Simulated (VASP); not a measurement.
Set up this calculation in VASP 6.6.1, as the native input.

| Item | Value |
| --- | --- |
| Task | single point |
| Functional | PBE |
| Potentials or basis | VASP PAW PBE potentials, release 64 (Si, O) |
| Cutoff | 520 eV |
| k mesh | 6 × 6 × 10 |
| Occupations | fermi-dirac, width 0.02 eV |
| Spin | no spin polarisation |
| Dipole correction | no |
| Further INCAR settings | ALGO = Normal; EDIFF = 1e-07; NBANDS = 25 |

The structure of SiO2 lies in POSCAR:

```
SiO2
1.0
    4.0177812467      0.0000000000      0.0000000000
    0.0000000000      4.0177812467      0.0000000000
    0.0000000000      0.0000000000      2.5620862953
Si O
2 4
Direct
    0.0000000000      0.0000000000      0.0000000000
    0.5000000000      0.5000000000      0.5000000000
    0.3024450714      0.3024450714      0.0000000000
    0.1975549286      0.8024450714      0.5000000000
    0.8024450714      0.1975549286      0.5000000000
    0.6975549286      0.6975549286      0.0000000000
```

This cell differs from its parent crystal: strain -4.0%.

One way to write it, as run:

INCAR

```
ALGO = Normal ; EDIFF = 1E-7
ENCUT = 520 ; GGA = PE
ISIF = 2 ; ISMEAR = -1
LASPH = T ; LCHARG = T
LELF = T ; LREAL = F
LVHAR = T ; LWAVE = F
NBANDS = 25 ; NELM = 100
PREC = Accurate ; SIGMA = 0.02
```

KPOINTS

```
k-points
0
Gamma
  6 6 10
```

Potentials or basis: VASP PAW PBE potentials, release 64 (Si, O).

The run is started by

```sh
$ cat potpaw_PBE.64/Si/POTCAR potpaw_PBE.64/O/POTCAR > POTCAR
$ mpirun -np 1 vasp_std > vasp.out
```

Results of the run:

```json
{
 "Pressure": "60.7 GPa",
 "Largest force": "0.101 eV/Å",
 "Band gap on the k mesh": "7.17 eV"
}
```

Caveat: the cell differs from its parent crystal (strain -4.0%); the cell stands under pressure.

It took 41 s on 1 thread of Intel(R) Xeon(R) Platinum 8488C (Sapphire Rapids) (shared host), peak memory 0.17 GiB.
